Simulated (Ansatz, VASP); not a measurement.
**Two plane-wave programs on NaHgF3**

```
Na Hg F
1.0
     4.46789    0.00000    0.00000
     0.00000    4.46789    0.00000
     0.00000    0.00000    4.46789
Na Hg F
1 1 3
Direct
  0.00000 0.00000 0.00000
  0.50000 0.50000 0.50000
  0.50000 0.50000 0.00000
  0.50000 0.00000 0.50000
  0.00000 0.50000 0.50000
```

Alike in both runs: task single point; functional PBE; k mesh 6 × 6 × 6; no spin polarisation.

```csv
,VASP,Ansatz
version,VASP 6.6.1,Ansatz 0.2.0
potentials or method,"VASP PAW PBE potentials, release 64 (Na_pv, Hg, F)","plane waves, PAW"
plane-wave cutoff (eV),520,420
occupations,"gaussian, width 0.01 eV",fixed
valence electrons in the cell,40,50
```

```tsv
	VASP	Ansatz	Ansatz less VASP
gap on the k mesh at the Fermi level (eV)	0.26	0.29	+0.029
pressure (GPa)	4.1	3.7	-0.41
```

VASP's potentials hold 40 valence electrons a cell and Ansatz's 50, so a difference there can come from the potentials and not from the codes.

Neither program's run includes spin-orbit coupling.
